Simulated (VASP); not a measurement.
# LiSi16 (a cell with a defect) in VASP: further runs

LiSi16 (a cell with a defect) is run at these levels: PBE; tasks: single point.

All numbers are computed with VASP 6.6.1; they aren't measurements. Logs are shortened: lines on timing, memory, paths and dates and some standing lists are left out, and cuts for length are marked.

## Step 1: The cell of the first run

The cell holds a defect, 17 atoms: a = 7.679 Å, b = 7.679 Å, c = 7.679 Å, α = 60.00°, β = 60.00°, γ = 60.00°.

## Step 2: Single point, PBE, collinear spin, ferromagnetic start

INCAR reads:

```
SYSTEM = LiSi16
PREC = Accurate ; ENCUT = 520
EDIFF = 1E-6 ; ISMEAR = 0
SIGMA = 0.05 ; LREAL = Auto
LASPH = .TRUE. ; NELM = 150
ALGO = Normal ; ISIF = 2
LWAVE = .FALSE. ; LCHARG = .TRUE.
ISPIN = 2 ; MAGMOM = 0 0 0 0 0 0 0 0 0 0 0 0 0 0 0 0 1
LORBIT = 11 ; GGA = PE
LELF = .TRUE. ; LVHAR = .TRUE.
NBANDS = 52
```

KPOINTS reads:

```
Automatic mesh
0
G
  2 2 2
  0 0 0
```

POSCAR reads:

```
LiSi16
1.0
    0.0000000000      5.4300000000      5.4300000000
    5.4300000000      0.0000000000      5.4300000000
    5.4300000000      5.4300000000      0.0000000000
Si Li
16 1
Direct
   -0.0009838569      0.0006825671      0.0007195515
    0.1215360727      0.1228411519      0.1228705392
   -0.0023955364     -0.0010458488      0.5022370771
    0.1213585286      0.1228948218      0.6338818302
   -0.0023946278      0.5022065000     -0.0010186578
    0.1213625335      0.6338458579      0.1229251616
   -0.0024922382      0.5022312697      0.5022636789
    0.1275406460      0.6244641954      0.6244921549
    0.5008261040     -0.0010943786     -0.0010684511
    0.6321815451      0.1228673532      0.1228949861
    0.5006898809     -0.0010374410      0.5022435432
    0.6231128366      0.1288474175      0.6244359854
    0.5006940580      0.5022140648     -0.0010117202
    0.6231139615      0.6244094710      0.1288730101
    0.4992220539      0.5005285614      0.5005541315
    0.6230198094      0.6244704877      0.6244969964
    0.2489355292      0.2507403492      0.2507817829
```

Potentials or basis: VASP PAW PBE potentials, release 64 (Si, Li_sv).

Launch:

```console
$ cat potpaw_PBE.64/Si/POTCAR potpaw_PBE.64/Li_sv/POTCAR > POTCAR
$ mpirun -np 1 vasp_std > vasp.out
```

OUTCAR:

```text
SYSTEM = LiSi16
   PREC = Accurate
   ENCUT = 520
   EDIFF = 1E-6
   ISMEAR = 0
   LREAL = Auto
   LASPH = .TRUE.
   NELM = 150
   ISIF = 2
   ISPIN = 2
   LORBIT = 11
   GGA = PE

 ion  position               nearest neighbor table
   1  0.999  0.001  0.001-   2 2.30  10 2.30   6 2.30   4 2.30
   2  0.122  0.123  0.123-   1 2.30   9 2.38   5 2.38   3 2.38  17 2.40
   3  0.998  0.999  0.502-   8 2.35  12 2.35   4 2.38   2 2.38  17 2.73
   4  0.121  0.123  0.634-   1 2.30  11 2.38   7 2.38   3 2.38  17 2.40
   5  0.998  0.502  0.999-   8 2.35  14 2.35   6 2.38   2 2.38  17 2.73
   6  0.121  0.634  0.123-   1 2.30  13 2.38   7 2.38   5 2.38  17 2.40
   7  0.998  0.502  0.502-  16 2.35   8 2.35   4 2.38   6 2.38  17 2.73
   8  0.128  0.624  0.624-  15 2.33   5 2.35   3 2.35   7 2.35
   9  0.501  0.999  0.999-  12 2.35  14 2.35  10 2.38   2 2.38  17 2.74
  10  0.632  0.123  0.123-   1 2.30   9 2.38  13 2.38  11 2.38  17 2.40
  11  0.501  0.999  0.502-  16 2.35  12 2.35   4 2.38  10 2.38  17 2.73
  12  0.623  0.129  0.624-  15 2.33   3 2.35   9 2.35  11 2.35
  13  0.501  0.502  0.999-  16 2.35  14 2.35   6 2.38  10 2.38  17 2.73
  14  0.623  0.624  0.129-  15 2.33   5 2.35   9 2.35  13 2.35
  15  0.499  0.501  0.501-  14 2.33  12 2.33   8 2.33  16 2.33
  16  0.623  0.624  0.624-  15 2.33   7 2.35  13 2.35  11 2.35
  17  0.249  0.251  0.251-   4 2.40   6 2.40   2 2.40  10 2.40   7 2.73   3 2.73   5 2.73  11 2.73
                            13 2.73   9 2.74

  LATTYP: Found a face centered cubic cell.
 ALAT       =    10.8600000000

  Lattice vectors:

 A1 = (   0.0000000000,   5.4300000000,   5.4300000000)
 A2 = (   5.4300000000,   0.0000000000,   5.4300000000)
 A3 = (   5.4300000000,   5.4300000000,   0.0000000000)

Analysis of symmetry for initial positions (statically):
=====================================================================
 Subroutine PRICEL returns:
 Original cell was already a primitive cell.

 Routine SETGRP: Setting up the symmetry group for a
 face centered cubic supercell.

 Subroutine GETGRP returns: Found  1 space group operations
 (whereof  1 operations were pure point group operations)
 out of a pool of 48 trial point group operations.

The static configuration has the point symmetry C_1 .

Analysis of symmetry for dynamics (positions and initial velocities):
=====================================================================
 Subroutine PRICEL returns:
 Original cell was already a primitive cell.

 Routine SETGRP: Setting up the symmetry group for a
 face centered cubic supercell.

 Subroutine GETGRP returns: Found  1 space group operations
 (whereof  1 operations were pure point group operations)
 out of a pool of 48 trial point group operations.

The dynamic configuration has the point symmetry C_1 .

Analysis of structural, dynamic, and magnetic symmetry:
=====================================================================
 Subroutine PRICEL returns:
 Original cell was already a primitive cell.

 Routine SETGRP: Setting up the symmetry group for a
 face centered cubic supercell.

 Subroutine GETGRP returns: Found  1 space group operations
 (whereof  1 operations were pure point group operations)
 out of a pool of 48 trial point group operations.

The overall configuration has the point symmetry C_1 .

 Subroutine INISYM returns: Found  1 space group operations
 (whereof  1 operations are pure point group operations),
 and found     1 'primitive' translations

----------------------------------------------------------------------------------------

                                     Primitive cell

  volume of cell :     320.2060

  direct lattice vectors                    reciprocal lattice vectors
     0.000000000  5.430000000  5.430000000    -0.092081031  0.092081031  0.092081031
     5.430000000  0.000000000  5.430000000     0.092081031 -0.092081031  0.092081031
     5.430000000  5.430000000  0.000000000     0.092081031  0.092081031 -0.092081031

  length of vectors
[... 46 lines left out ...]
  ---------------------------------------------------
  free energy    TOTEN  =       -86.86735428 eV

  energy without entropy =      -86.85892758  energy(sigma->0) =      -86.86314093

 E-fermi :   6.6615     XC(G=0):  -9.5299

 val. band max:        6.6602493521   @ k =   0.0000   0.0000   0.0000
 cond. band min:       6.8377491520   @ k =   0.0000   0.0000   0.0000
 fundamental gap:      0.1774997999
 Fermi energy:         6.6615262134

 spin component 1

 k-point     1 :       0.0000    0.0000    0.0000
  band No.  band energies     occupation
      1     -40.4688      1.00000
      2      -5.9818      1.00000
      3      -3.7458      1.00000
      4      -3.6555      1.00000
      5      -3.6553      1.00000
      6      -3.6550      1.00000
[... 373 lines left out ...]
     44      10.2490      0.00000
     45      10.3312      0.00000
 Fermi energy:         6.6615262134

 spin component 2

 k-point     1 :       0.0000    0.0000    0.0000
  band No.  band energies     occupation
      1     -40.4689      1.00000
      2      -5.9812      1.00000
      3      -3.7453      1.00000
      4      -3.6550      1.00000
      5      -3.6548      1.00000
      6      -3.6546      1.00000
[... 373 lines left out ...]
     44      10.2512      0.00000
     45      10.3322      0.00000
 [bands above 45 left out]

------------------------ aborting loop because EDIFF is reached ----------------------------------------

  FORCE on cell =-STRESS in cart. coord.  units (eV):
  Direction    XX          YY          ZZ          XY          YZ          ZX
  --------------------------------------------------------------------------------------
  -------------------------------------------------------------------------------------
  Total        7.0727180      7.0624596      7.0629222     -0.0003944      0.0007935     -0.0008838
  in kB       35.3889305     35.3376019     35.3399164     -0.0019732      0.0039704     -0.0044220
  external PRESSURE =      35.3554830 kB  Pullay stress =       0.0000000 kB

 VOLUME and BASIS-vectors are now :
 -----------------------------------------------------------------------------
  energy-cutoff  :      520.00
  volume of cell :      320.21
      direct lattice vectors                 reciprocal lattice vectors
     0.000000000  5.430000000  5.430000000    -0.092081031  0.092081031  0.092081031
     5.430000000  0.000000000  5.430000000     0.092081031 -0.092081031  0.092081031
     5.430000000  5.430000000  0.000000000     0.092081031  0.092081031 -0.092081031

 POSITION                                       TOTAL-FORCE (eV/Angst)
 -----------------------------------------------------------------------------------
      0.00761      5.42856      5.42836        -0.002271      0.000077      0.000297
      1.33421      1.32713      1.32697        -0.003007     -0.003550     -0.003641
      8.15147      8.14414     10.84131         0.000282     -0.000863     -0.002484
      4.10930      4.10096      1.32630         0.003558      0.005991     -0.005545
      8.15145     10.84147      8.14398         0.000382     -0.002454     -0.000739
      4.10927      1.32648      4.10078         0.003402     -0.005392      0.006057
[... 9 lines left out ...]
      6.78189      6.77402      6.77387         0.013989      0.014650      0.014377
      2.72327      2.71347      2.71324        -0.003600      0.000129      0.000180
 -----------------------------------------------------------------------------------
    total drift:                                0.000081      0.001174      0.001964

  FREE ENERGIE OF THE ION-ELECTRON SYSTEM (eV)
  ---------------------------------------------------
  free  energy   TOTEN  =       -86.8673542766 eV

  energy  without entropy=      -86.8589275832  energy(sigma->0) =      -86.86314093

 total charge

# of ion       s       p       d       tot
------------------------------------------
    1        0.733   0.978   0.000   1.711
    2        0.745   0.964   0.000   1.709
    3        0.737   0.948   0.000   1.686
    4        0.745   0.964   0.000   1.709
    5        0.737   0.948   0.000   1.686
    6        0.745   0.964   0.000   1.709
[... 9 lines left out ...]
   16        0.743   0.954   0.000   1.697
   17        2.028   0.088   0.000   2.115
--------------------------------------------------
tot         13.869  15.398   0.000  29.267

 magnetization (x)

# of ion       s       p       d       tot
------------------------------------------
    1       -0.000  -0.000   0.000  -0.000
    2       -0.000   0.000   0.000   0.000
    3        0.000  -0.000   0.000   0.000
    4       -0.000   0.000   0.000   0.000
    5        0.000  -0.000   0.000   0.000
    6       -0.000   0.000   0.000   0.000
[... 9 lines left out ...]
   16       -0.000   0.000   0.000   0.000
   17       -0.000  -0.000   0.000  -0.000
--------------------------------------------------
tot          0.001   0.000   0.000   0.001
```

It took 4.6 min on 1 thread of Intel Xeon 6975P-C (Granite Rapids), shared host; peak memory 0.7 GiB.

What came out:

* Free energy: -86.8674 eV
* Largest force: 0.026 eV/Å
* Net moment: 0.01 μB per cell
* Valence electrons inside the program's atomic spheres: Si 1.71, 1.69, 1.70; Li 2.12

Forces in eV/Å, atoms in the order of the input:
```
Si  -0.002  0.000  0.000
Si  -0.003 -0.004 -0.004
Si   0.000 -0.001 -0.002
Si   0.004  0.006 -0.006
Si   0.000 -0.002 -0.001
Si   0.003 -0.005  0.006
Si   0.005  0.000 -0.001
Si   0.014 -0.015 -0.015
Si  -0.004  0.000 -0.001
Si  -0.003  0.004  0.004
Si   0.000  0.003  0.001
Si  -0.011  0.014 -0.014
Si   0.000  0.001  0.003
Si  -0.011 -0.014  0.014
Si  -0.001  0.000  0.000
Si   0.014  0.015  0.014
Li  -0.004  0.000  0.000
```

Levels at points of the mesh, in eV from the Fermi level:
Spin up:
| k point | band 29 | band 30 | band 31 | band 32 | band 33 | band 34 | band 35 | band 36 | band 37 | band 38 |
| --- | --- | --- | --- | --- | --- | --- | --- | --- | --- | --- |
| (0.00, 0.00, 0.00) | -1.79 | -1.79 | -0.67 | -0.67 | -0.67 | -0.07 | -0.07 | -0.07 | 0.00 | 0.00 |
| (0.50, 0.00, 0.00) | -2.78 | -1.48 | -1.48 | -1.40 | -1.40 | 0.51 | 0.70 | 0.70 | 0.88 | 0.88 |
| (0.00, 0.50, 0.00) | -2.78 | -1.48 | -1.48 | -1.40 | -1.40 | 0.51 | 0.70 | 0.70 | 0.88 | 0.88 |
| (0.00, 0.00, 0.50) | -2.78 | -1.48 | -1.48 | -1.40 | -1.40 | 0.51 | 0.70 | 0.70 | 0.88 | 0.88 |
| (0.50, 0.50, 0.50) | -2.78 | -1.48 | -1.48 | -1.40 | -1.40 | 0.51 | 0.70 | 0.70 | 0.88 | 0.88 |
| (0.50, 0.50, 0.00) | -2.58 | -2.05 | -2.05 | -1.97 | -1.94 | 0.37 | 0.43 | 1.49 | 1.63 | 1.63 |
| (0.00, 0.50, 0.50) | -2.58 | -2.05 | -2.05 | -1.97 | -1.94 | 0.37 | 0.43 | 1.49 | 1.63 | 1.63 |
| (0.50, 0.00, 0.50) | -2.58 | -2.05 | -2.05 | -1.97 | -1.94 | 0.37 | 0.43 | 1.49 | 1.63 | 1.63 |
Spin down:
```
           k point  band 29  band 30  band 31  band 32  band 33  band 34  band 35  band 36  band 37  band 38
(0.00, 0.00, 0.00)    -1.79    -1.79    -0.67    -0.67    -0.67    -0.07    -0.07    -0.07     0.00     0.00
(0.50, 0.00, 0.00)    -2.78    -1.48    -1.48    -1.40    -1.40     0.51     0.70     0.70     0.88     0.88
(0.00, 0.50, 0.00)    -2.78    -1.48    -1.48    -1.40    -1.40     0.51     0.70     0.70     0.88     0.88
(0.00, 0.00, 0.50)    -2.78    -1.48    -1.48    -1.40    -1.40     0.51     0.70     0.70     0.88     0.88
(0.50, 0.50, 0.50)    -2.78    -1.48    -1.48    -1.40    -1.40     0.51     0.70     0.70     0.88     0.88
(0.50, 0.50, 0.00)    -2.58    -2.05    -2.05    -1.96    -1.94     0.38     0.43     1.49     1.63     1.63
(0.00, 0.50, 0.50)    -2.58    -2.05    -2.05    -1.96    -1.94     0.38     0.43     1.49     1.63     1.63
(0.50, 0.00, 0.50)    -2.58    -2.05    -2.05    -1.96    -1.94     0.38     0.43     1.49     1.63     1.63
```

Caveat: the k points lie up to 0.50 Å⁻¹ apart; the cutoff is under 1.25 times the usual one of these potentials, so pressure, stress and relaxed cells hold a basis-set (Pulay) error.

(Part 1 of 2 ends here.)
